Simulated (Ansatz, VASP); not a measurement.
## One calculation of ZrSiRu4, two programs

```
Zr Si Ru
1.0
     0.00000    3.61108    3.61108
     3.61108    0.00000    3.61108
     3.61108    3.61108    0.00000
Zr Si Ru
1 1 4
Direct
  0.50000 0.50000 0.50000
  0.75000 0.75000 0.75000
  0.12383 0.12383 0.62851
  0.62851 0.12383 0.12383
  0.12383 0.12383 0.12383
  0.12383 0.62851 0.12383
```

Change from the starting cell: species swapped into the DyNi4Au type (F-43m, No. 216).

Alike in both runs: functional PBE; k mesh 10 × 10 × 10; occupations gaussian, width 0.1 eV; no spin polarisation.

Ansatz relaxed the structure, and its values are those at the end. VASP's run is a single point on that final structure, the one shown.

|  | VASP | Ansatz |
| --- | --- | --- |
| version | VASP 6.6.1 | Ansatz 0.2.0 |
| potentials or method | VASP PAW PBE potentials, release 64 (Zr_sv, Si, Ru_pv), cutoff 520 eV | scalar-relativistic, plane waves, PAW |
| valence electrons in the cell | 72 | 80 |

```csv
,VASP,Ansatz,Ansatz less VASP
gap on the k mesh at the Fermi level (eV),none,none,-
pressure (GPa),0.0,0.0,-0.04
rms of the force components (eV/Å),0.014,0.000,-0.0140
```

A gap of «none» marks a metal or a gap that the smearing closes. VASP's potentials hold 72 valence electrons a cell and Ansatz's 80, so a difference there can come from the potentials and not from the codes.
